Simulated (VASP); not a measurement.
# Ta4C3: single point with PBEsol

Ta4C3:

```xyz
7
Lattice="4.4026 0.0000 0.0110 0.0000 4.4026 0.0000 0.0110 0.0000 4.4026" Properties=species:S:1:pos:R:3 pbc="T T T"
Ta    0.0055    2.2013    2.2013
Ta    2.2068    0.0000    2.2068
Ta    2.2013    2.2013    0.0055
Ta    0.0000    0.0000    0.0000
C     2.2013    0.0000    0.0055
C     0.0000    2.2013    0.0000
C     0.0055    0.0000    2.2013
```

This cell differs from its parent crystal: strain +0.0050 x Voigt [0, 0, 0, 0, 1, 0].

```
Program             : VASP 6.6.1
Task                : single point
Functional          : PBEsol
Potentials or basis : VASP PAW PBE potentials, release 64 (Ta_pv, C)
Cutoff              : 520 eV
k mesh              : 10 × 10 × 10
Occupations         : gaussian, width 0.15 eV
Spin                : no spin polarisation
```

The pressure is 0.7 GPa and the band gap on the k mesh is zero (bands 28 and 29 overlap by 1.01 eV).

Stress tensor (GPa, compression positive):
```
 0.73  0.00 -0.60
 0.00  0.74  0.00
-0.60  0.00  0.73
```

Levels at points of the mesh, in eV from the Fermi level:
| k point | band 25 | band 26 | band 27 | band 28 | band 29 | band 30 | band 31 | band 32 |
| --- | --- | --- | --- | --- | --- | --- | --- | --- |
| (0.00, 0.00, 0.00) | -1.25 | -0.60 | -0.56 | -0.56 | -0.55 | -0.53 | -0.52 | 1.43 |
| (0.50, 0.00, 0.00) | -2.21 | -1.92 | -1.92 | 0.28 | 0.28 | 0.83 | 2.02 | 2.42 |
| (0.00, 0.50, 0.00) | -2.21 | -1.95 | -1.89 | 0.27 | 0.29 | 0.83 | 2.02 | 2.41 |
| (0.50, 0.50, 0.00) | -1.77 | -1.73 | -0.36 | -0.36 | 1.75 | 1.80 | 1.80 | 2.10 |
| (0.50, 0.00, 0.50) | -1.77 | -1.73 | -0.40 | -0.32 | 1.75 | 1.78 | 1.82 | 2.11 |
| (0.50, 0.50, 0.50) | -1.12 | -1.09 | -1.06 | -0.04 | 3.36 | 3.39 | 3.39 | 3.46 |

It took 5.8 min on 1 thread of AMD EPYC 9R45 96-Core Processor (Zen 5), on a shared host, peak memory 0.5 GiB.

Caveat: the cell differs from its parent crystal (strain +0.0050 x Voigt [0, 0, 0, 0, 1, 0]); the PAW data sets were made with another functional, which shifts forces and pressure a little; spin-orbit coupling is left out, which moves the levels of the heavy elements.
